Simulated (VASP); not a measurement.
A run of VASP 6.6.1 is set up as follows.

File INCAR:

```
PREC     = Accurate       # precision mode
ENCUT    = 520            # plane-wave cutoff, eV
EDIFF    = 1E-6           # SCF threshold, eV
ISMEAR   = 0              # smearing method
SIGMA    = 0.15           # smearing width, eV
LREAL    = False          # projectors in reciprocal space
LASPH    = True           # aspherical terms in the spheres
NELM     = 60             # most SCF steps
ALGO     = Fast           # electronic algorithm
ISIF     = 2              # what is computed and relaxed
LWAVE    = False          # write WAVECAR
LCHARG   = False          # write CHGCAR
GGA      = PS             # functional
NBANDS   = 14             # bands
```

The input KPOINTS:

```
Automatic mesh
0
Gamma
  18 18 10
```

Contents of POSCAR:

```
TiAl
1.0
    2.8672622327      0.0000000000      0.0000000000
   -1.4336311163      2.4831219328      0.0000000000
    0.0000000000      0.0000000000      4.6780830000
Ti Al
1 1
Direct
    0.1166989603      0.0854295681      0.0000000000
    0.3333333333      0.6666666667      0.5000000000
```

Potentials or basis: VASP PAW PBE potentials, release 64 (Ti_sv, Al).

The run is started by

```console
$ cat potpaw_PBE.64/Ti_sv/POTCAR potpaw_PBE.64/Al/POTCAR > POTCAR
$ mpirun -np 1 vasp_std > vasp.out
```

**Question.** Estimate the pressure.

**Answer.** -2.3 GPa.

**Question.** What does it give for the largest force?

**Answer.** 0.437 eV/Å.

Forces in eV/Å, atoms in the order of the input:
```
Ti  -0.186 -0.395  0.000
Al   0.186  0.395  0.000
```

Caveat: the cell differs from its parent crystal (atom 1 (Ti) moved by (+0.300, +0.000) A along [1 1 0] and z); the PAW data sets were made with another functional, which shifts forces and pressure a little.
